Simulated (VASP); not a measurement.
## Zn: single point with PBE

Zn:

```
Zn
1.0
     2.70849    0.00000    0.00000
    -1.35425    2.34562    0.00000
     0.00000    0.00000    5.02781
Zn
2
Cartesian
  0.0000 1.5637 1.2570
  1.3542 0.7819 3.7709
```

This cell differs from its parent crystal: volume scaled by 1.05.

```yaml
Program: VASP 6.6.1
Task: single point
Functional: PBE
Potentials_or_basis: VASP PAW PBE potentials, release 64 (Zn)
Cutoff: 520 eV
k_mesh: 18 × 18 × 8
Occupations: fermi-dirac, width 0.03 eV
Spin: no spin polarisation
```

```
Pressure               : -3.1 GPa
Band gap on the k mesh : zero (band 12 reaches 4.35 eV, above the bottom of band 13 at -0.30 eV)
```

Stress tensor (GPa, compression positive):
```
-3.73  0.00  0.00
 0.00 -3.73  0.00
 0.00  0.00 -1.85
```

Levels at points of the mesh, in eV from the Fermi level:
```csv
k point,band 10,band 11,band 12,band 13,band 14,band 15
"(0.00, 0.00, 0.00)",-7.16,-7.16,-3.53,-3.21,13.05,16.62
"(0.50, 0.00, 0.00)",-6.98,-2.83,-2.28,2.37,3.36,3.65
"(0.00, 0.00, 0.50)",-7.24,-7.24,-7.24,4.30,4.30,17.87
"(0.50, 0.00, 0.50)",-6.99,-1.85,-1.85,-0.13,-0.13,9.68
```

Wall time 46 s on 1 thread of Intel(R) Xeon(R) 6975P-C (Granite Rapids) (shared host), peak memory 0.21 GiB.
